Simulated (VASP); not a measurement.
# Li2Pt (P6/mmm) in VASP: a series of runs

Li2Pt is run at these levels: LDA; tasks: electric field gradients.

Everything below comes from runs of VASP 6.6.1. Logs are shortened: lines on timing, memory, paths and dates and some standing lists are left out, and cuts for length are marked.

### 1 The cell of the first run

Symmetry: P6/mmm, No. 191, hexagonal system. Conventional cell: a = 4.129 Å, b = 4.129 Å, c = 2.625 Å, α = 90.00°, β = 90.00°, γ = 120.00°. Li (site symmetry -6m2) has 5 Li at 2.38 to 2.63 Å and 6 Pt at 2.72 Å within 3.1 Å. Pt (site symmetry 6/mmm) has 2 Pt at 2.63 Å and 12 Li at 2.72 Å within 3.5 Å.

### 2 Electric field gradients, LDA (volume scaled by 0.96)

File INCAR:

```
ALGO = Normal
EDIFF = 1E-8
ENCUT = 520
GGA = CA
ISIF = 2
ISMEAR = -1
LASPH = True
LCHARG = False
LEFG = True
LREAL = False
LWAVE = False
NBANDS = 15
NELM = 100
PREC = Accurate
SIGMA = 0.03
```

File KPOINTS:

```
k-points
0
Gamma
  9 9 12
```

File POSCAR:

```
Li2Pt
1.0
    4.1294244976      0.0000000000      0.0000000000
   -2.0647122488      3.5761865180      0.0000000000
    0.0000000000      0.0000000000      2.6250361319
Li Pt
2 1
Direct
    0.3333333333      0.6666666667      0.5000000000
    0.6666666667      0.3333333333      0.5000000000
    0.0000000000      0.0000000000      0.0000000000
```

Potentials or basis: VASP PAW LDA potentials, release 64 (Li_sv, Pt).

Launch:

```
> cat potpaw_LDA.64/Li_sv/POTCAR potpaw_LDA.64/Pt/POTCAR > POTCAR
> mpirun -np 1 vasp_std > vasp.out
```

OUTCAR:

```text
EDIFF = 1E-8
   ENCUT = 520
   GGA = CA
   ISIF = 2
   ISMEAR = -1
   LASPH = True
   LREAL = False
   NELM = 100
   PREC = Accurate

 ion  position               nearest neighbor table
   1  0.333  0.667  0.500-   2 2.38   2 2.38   2 2.38   3 2.72   3 2.72   3 2.72   3 2.72   3 2.72
                             3 2.72
   2  0.667  0.333  0.500-   1 2.38   1 2.38   1 2.38   3 2.72   3 2.72   3 2.72   3 2.72   3 2.72
                             3 2.72
   3  0.000  0.000  0.000-   1 2.72   2 2.72   1 2.72   2 2.72   2 2.72   2 2.72   1 2.72   1 2.72
                             2 2.72   2 2.72   1 2.72   1 2.72

  LATTYP: Found a hexagonal cell.
 ALAT       =     4.1294244976
 C/A-ratio  =     0.6356905504

  Lattice vectors:

 A1 = (   4.1294244976,   0.0000000000,   0.0000000000)
 A2 = (  -2.0647122488,   3.5761865180,   0.0000000000)
 A3 = (   0.0000000000,   0.0000000000,   2.6250361319)

Analysis of symmetry for initial positions (statically):
=====================================================================
 Subroutine PRICEL returns:
 Original cell was already a primitive cell.

 Routine SETGRP: Setting up the symmetry group for a
 hexagonal supercell.

 Subroutine GETGRP returns: Found 24 space group operations
 (whereof 24 operations were pure point group operations)
 out of a pool of 24 trial point group operations.

The static configuration has the point symmetry D_6h.

Analysis of symmetry for dynamics (positions and initial velocities):
=====================================================================
 Subroutine PRICEL returns:
 Original cell was already a primitive cell.

 Routine SETGRP: Setting up the symmetry group for a
 hexagonal supercell.

 Subroutine GETGRP returns: Found 24 space group operations
 (whereof 24 operations were pure point group operations)
 out of a pool of 24 trial point group operations.

The dynamic configuration has the point symmetry D_6h.

 Subroutine INISYM returns: Found 24 space group operations
 (whereof 24 operations are pure point group operations),
 and found     1 'primitive' translations

----------------------------------------------------------------------------------------

                                     Primitive cell

[... 143 lines left out ...]
 cond. band min:       5.4894187995   @ k =   0.2222   0.2222   0.4167
 fundamental gap:      0.0488879945
 Fermi energy:         5.4668713287

 k-point     1 :       0.0000    0.0000    0.0000
  band No.  band energies     occupation
      1     -39.2359      2.00000
      2     -39.1010      2.00000
      3      -1.3581      2.00000
      4       0.8544      2.00000
      5       1.9810      2.00000
      6       1.9810      2.00000
      7       4.8225      2.00000
      8       4.8225      2.00000
      9       9.3456      0.00000
     10       9.3456      0.00000
     11      12.0132      0.00000
     12      12.0132      0.00000
     13      14.8123      0.00000
     14      16.0362      0.00000
[... 401 lines left out ...]
      2     -39.1655      2.00000
      3      -0.3865      2.00000
      4       2.3749      2.00000
      5       2.3820      2.00000
      6       2.3820      2.00000
      7       4.0072      2.00000
      8       4.0072      2.00000
      9       5.4932      0.58694
     10       5.4932      0.58694
     11      13.9992      0.00000
     12      16.7852      0.00000
     13      16.7852      0.00000
     14      20.4828      0.00000
     15      20.4831      0.00000

 [... further k-points ...]
[... 5 lines left out ...]
  --------------------------------------------------------------------------------------
  -------------------------------------------------------------------------------------
  Total       -0.4084664     -0.4084664     -0.1470275      0.0000000      0.0000000      0.0000000
  in kB      -16.8819251    -16.8819251     -6.0766497      0.0000000      0.0000000      0.0000000
  external PRESSURE =     -13.2801666 kB  Pullay stress =       0.0000000 kB

 VOLUME and BASIS-vectors are now :
 -----------------------------------------------------------------------------
  energy-cutoff  :      520.00
  volume of cell :       38.77
      direct lattice vectors                 reciprocal lattice vectors
     4.129424498  0.000000000  0.000000000     0.242164495  0.139813737  0.000000000
    -2.064712249  3.576186518  0.000000000     0.000000000  0.279627473  0.000000000
     0.000000000  0.000000000  2.625036132     0.000000000  0.000000000  0.380947137

 POSITION                                       TOTAL-FORCE (eV/Angst)
 -----------------------------------------------------------------------------------
     -0.00000      2.38412      1.31252        -0.000000      0.000000      0.000000
      2.06471      1.19206      1.31252         0.000000     -0.000000      0.000000
      0.00000      0.00000      0.00000         0.000000      0.000000      0.000000
 -----------------------------------------------------------------------------------
    total drift:                                0.000000     -0.000000     -0.000000

  FREE ENERGIE OF THE ION-ELECTRON SYSTEM (eV)
  ---------------------------------------------------
  free  energy   TOTEN  =       -13.1709261861 eV

  energy  without entropy=      -13.1666655967  energy(sigma->0) =      -13.16879589

 Electric field gradients (V/A^2)
---------------------------------------------------------------------
 ion       V_xx      V_yy      V_zz      V_xy      V_xz      V_yz
---------------------------------------------------------------------
   1      -0.130    -0.133     0.263    -0.003     0.000    -0.000
   2      -0.130    -0.133     0.263    -0.003     0.000     0.000
   3     169.388   169.388  -338.776    -0.000     0.000    -0.000
---------------------------------------------------------------------

 Electric field gradients after diagonalization (V/A^2)
 (convention: |V_zz| > |V_xx| > |V_yy|)
----------------------------------------------------------------------
 ion       V_xx      V_yy      V_zz     asymmetry (V_yy - V_xx)/ V_zz
----------------------------------------------------------------------
   1      -0.135    -0.129     0.263       0.024
   2      -0.135    -0.129     0.263       0.024
   3     169.388   169.387  -338.776       0.000
----------------------------------------------------------------------

           NMR quadrupolar parameters

 Cq : quadrupolar parameter    Cq=e*Q*V_zz/h
 eta: asymmetry parameters     (V_yy - V_xx)/ V_zz
 Q  : nuclear electric quadrupole moment in mb (millibarn)
----------------------------------------------------------------------
 ion       Cq(MHz)       eta       Q (mb)
----------------------------------------------------------------------
   1       0.001       0.024       1.000
   2       0.001       0.024       1.000
   3      -0.819       0.000       1.000
----------------------------------------------------------------------
```

stdout:

```text
POSCAR found type information on POSCAR LiPt
 POSCAR found :  2 types and       3 ions
 scaLAPACK will be used
 LDA part: xc-table for (Slater(with rela. corr.)+CA(PZ))
 , standard interpolation
 POSCAR, INCAR and KPOINTS ok, starting setup
 FFT: planning ... GRIDC
 FFT: planning ... GRID_SOFT
 FFT: planning ... GRID
 WAVECAR not read
 entering main loop
ion   1

ion   2

ion   3
```

It took 45 s on 1 thread of Intel Xeon Platinum 8375C at 2.90GHz (Ice Lake), shared host; peak memory 0.17 GiB.

Results:

```
Free energy            : -13.1709 eV
Band gap on the k mesh : zero (band 8 reaches 6.59 eV, above the bottom of band 9 at 4.76 eV)
```

Levels at points of the mesh, in eV from the Fermi level:
```tsv
k point	band 5	band 6	band 7	band 8	band 9	band 10	band 11	band 12
(0.00, 0.00, 0.00)	-3.49	-3.49	-0.64	-0.64	3.88	3.88	6.55	6.55
(0.00, 0.00, 0.50)	-3.96	-2.24	-2.24	0.60	3.02	6.53	6.53	7.33
```

Electric field gradients, principal values (V/Å²):
```
atom    least   middle  greatest (by size)
1 Li   -0.129   -0.135               0.263
2 Li   -0.129   -0.135               0.263
3 Pt  169.387  169.388            -338.776
```

Caveat: the cutoff is under 1.25 times the usual one of these potentials, so pressure, stress and relaxed cells hold a basis-set (Pulay) error; without QUAD_EFG the Cq values of the log hold for a quadrupole moment of 1 mb, not for the nuclei; spin-orbit coupling is left out, which moves the levels of the heavy elements.

(Continued in part 2 of 2.)
